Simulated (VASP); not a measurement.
Se: single point with PBE

Crystal: Se.

```xyz
3
Lattice="4.2663 0.0000 0.0000 -2.1331 3.6947 0.0000 0.0000 0.0000 4.8484" Properties=species:S:1:pos:R:3 pbc="T T T"
Se    0.9258    0.0000    0.8081
Se   -0.4629    0.8017    4.0403
Se    1.6702    2.8929    2.4242
```

```
Program                : VASP 6.6.1
Task                   : single point
Functional             : PBE
Potentials or basis    : VASP PAW PBE potentials, release 64 (Se)
Cutoff                 : 520 eV
k mesh                 : 8 × 8 × 6
Occupations            : fermi-dirac, width 0.03 eV
Spin                   : no spin polarisation
Dipole correction      : no
Further INCAR settings : ALGO = Normal; EDIFF = 1e-07; NBANDS = 16
```

```yaml
Pressure: 10.7 GPa
Largest_force: 2.028 eV/Å
Band_gap_on_the_k_mesh: 1.16 eV (least direct gap 1.24 eV)
```

Forces in eV/Å, atoms in the order of the input:
```
Se   2.028  0.000  0.000
Se  -1.014  1.756  0.000
Se  -1.014 -1.756  0.000
```

Stress tensor (GPa, compression positive):
```
 8.69  0.00  0.00
 0.00  8.69  0.00
 0.00  0.00 14.65
```

Levels at points of the mesh, in eV from the valence-band top:
```csv
k point,band 7,band 8,band 9,band 10,band 11,band 12
"(0.00, 0.00, 0.00)",-2.48,-2.48,-0.52,2.12,2.12,2.43
"(0.50, 0.00, 0.00)",-3.22,-2.16,-1.22,2.09,2.66,4.61
"(0.00, 0.00, 0.50)",-1.81,-1.81,-1.40,1.23,1.36,1.36
"(0.50, 0.00, 0.50)",-2.13,-1.65,0.00,1.61,2.83,3.29
```

It took 31 s on 1 thread of Intel Xeon 6975P-C, on a shared host, peak memory 0.2 GiB.

Caveat: the stress differs along the axes, from 9 to 15 GPa; forces of over 1 eV/Å act on the atoms, so gaps and moduli don't describe the material at rest. A k mesh can miss the band edges.
